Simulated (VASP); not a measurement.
CuO:

```
Cu O
1.0
     4.16094    0.00000    0.00000
     0.00000    4.16094    0.00000
     0.00000    0.00000    3.88764
Cu O
3 3
Direct
  0.50000 0.00000 0.50000
  0.00000 0.50000 0.50000
  0.00000 0.00000 0.00000
  0.00000 0.00000 0.50000
  0.50000 0.00000 0.00000
  0.00000 0.50000 0.00000
```

- Program: VASP 6.6.1
- Task: relaxation of cell and atoms
- Functional: PBEsol
- Potentials or basis: VASP PAW PBE potentials, release 64 (Cu, O)
- Cutoff: 600 eV
- k mesh: 7 × 7 × 7
- Occupations: fermi-dirac, width 0.05 eV
- Spin: no spin polarisation

At the start: pressure -5.0 GPa; volume 11.22 Å³/atom.

Task: How do energy, volume and symmetry change on relaxing?

Result: Over 7 steps the energy falls by 6.0 meV/atom and the volume is 10.83 Å³/atom (-3.5 %); space group P4/mmm (No. 123, to 0.1 Å) before and after.

Step by step:
| step | energy change (eV) | largest force (eV/Å) | pressure (GPa) | volume (Å³) |
| --- | --- | --- | --- | --- |
| 1 | 0.0000 | 0.0000 | -5.02 | 67.31 |
| 2 | -0.0138 | 0.0000 | 4.00 | 63.94 |
| 3 | -0.0343 | 0.0000 | -0.20 | 65.37 |
| 4 | -0.0343 | 0.0000 | -0.10 | 65.33 |
| 5 | -0.0353 | 0.0000 | -0.01 | 65.20 |
| 6 | -0.0358 | 0.0000 | 0.12 | 64.88 |
| 7 | -0.0359 | 0.0000 | 0.07 | 64.96 |

Final structure:
```yaml
crystal:
  lattice:
    - [4.10802, 0.00000, 0.00000]
    - [0.00000, 4.10802, 0.00000]
    - [0.00000, 0.00000, 3.84933]
  atoms:
    - { symbol: Cu, position: [0.50000, 0.00000, 0.50000] }
    - { symbol: Cu, position: [0.00000, 0.50000, 0.50000] }
    - { symbol: Cu, position: [0.00000, 0.00000, 0.00000] }
    - { symbol: O, position: [0.00000, 0.00000, 0.50000] }
    - { symbol: O, position: [0.50000, 0.00000, 0.00000] }
    - { symbol: O, position: [0.00000, 0.50000, 0.00000] }
```

Caveat: the PAW data sets were made with another functional, which shifts forces and pressure a little; an odd number of electrons without spin polarisation forces a metal; a magnetic or distorted state may lie lower.
